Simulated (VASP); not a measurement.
Write the native input for VASP 6.6.1 that does the following.

- Task: single point
- Functional: PBE
- Potentials or basis: VASP PAW PBE potentials, release 64 (Mg)
- Cutoff: 520 eV
- k mesh: 20 × 20 × 20
- Occupations: gaussian, width 0.15 eV
- Spin: no spin polarisation
- Dipole correction: no
- Further INCAR settings: ALGO = Normal; EDIFF = 1e-06; NBANDS = 7

The structure of Mg lies in POSCAR:

```
Mg
1.0
   -1.8730727032      1.8730727032      1.6372528499
    1.8730727032     -1.8730727032      1.6372528499
    1.8730727032      1.8730727032     -1.6372528499
Mg
1
Direct
    0.0000000000      0.0000000000      0.0000000000
```

This cell differs from its parent crystal: volume 22.977 Å^3 an atom, c/a of the conventional cell 0.8741.

These files were run (other wordings do the same):

INCAR

```
PREC = Accurate
ENCUT = 520
EDIFF = 1E-6
ISMEAR = 0
SIGMA = 0.15
LREAL = False
LASPH = True
NELM = 60
ALGO = Normal
ISIF = 2
LWAVE = False
LCHARG = True
GGA = PE
LELF = True
LVHAR = True
NBANDS = 7
```

KPOINTS

```
regular mesh
0
Gamma
  20 20 20
```

Potentials or basis: VASP PAW PBE potentials, release 64 (Mg).

Launch:

```console
$ cat potpaw_PBE.64/Mg/POTCAR > POTCAR
$ mpirun -np 1 vasp_std > vasp.out
```

Results of the run:

The pressure is 0.1 GPa. The band gap on the k mesh is zero (band 1 reaches 5.63 eV, above the bottom of band 2 at 1.11 eV).

Run time: 22 s on 1 thread of Intel(R) Xeon(R) 6975P-C (Granite Rapids), with other jobs on the host, peak memory 0.22 GiB.
